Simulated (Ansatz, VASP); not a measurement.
Two plane-wave programs on CuI

```
CELL_PARAMETERS angstrom
0.00000 2.85611 2.85611
2.85611 0.00000 2.85611
2.85611 2.85611 0.00000
ATOMIC_POSITIONS crystal
Cu 0.00000 0.00000 0.00000
I 0.50000 0.50000 0.50000
```

Alike in both runs: task single point; functional PBE-based screened hybrid; k mesh 4 × 4 × 4; occupations fermi-dirac, width 0.02 eV; no spin polarisation.

|  | VASP | Ansatz |
| --- | --- | --- |
| version | VASP 6.6.1 | Ansatz 0.2.0 |
| potentials or method | VASP PAW PBE potentials, release 64 (Cu, I) | plane waves |
| plane-wave cutoff (eV) | 520 | 420 |
| valence electrons in the cell | 18 | 36 |

|  | VASP | Ansatz | Ansatz less VASP |
| --- | --- | --- | --- |
| gap on the k mesh at the Fermi level (eV) | 1.35 | 1.43 | +0.076 |
| pressure (GPa) | 2.4 | 2.8 | +0.39 |

VASP's potentials were made for PBE, not for PBE-based screened hybrid. VASP's potentials hold 18 valence electrons a cell and Ansatz's 36, so a difference there can come from the potentials and not from the codes. Ansatz's warnings: stress exchange threshold loose, stress scf threshold loose.

The k mesh is coarse, so the values compare programs but aren't converged. Spin-orbit coupling is off throughout.
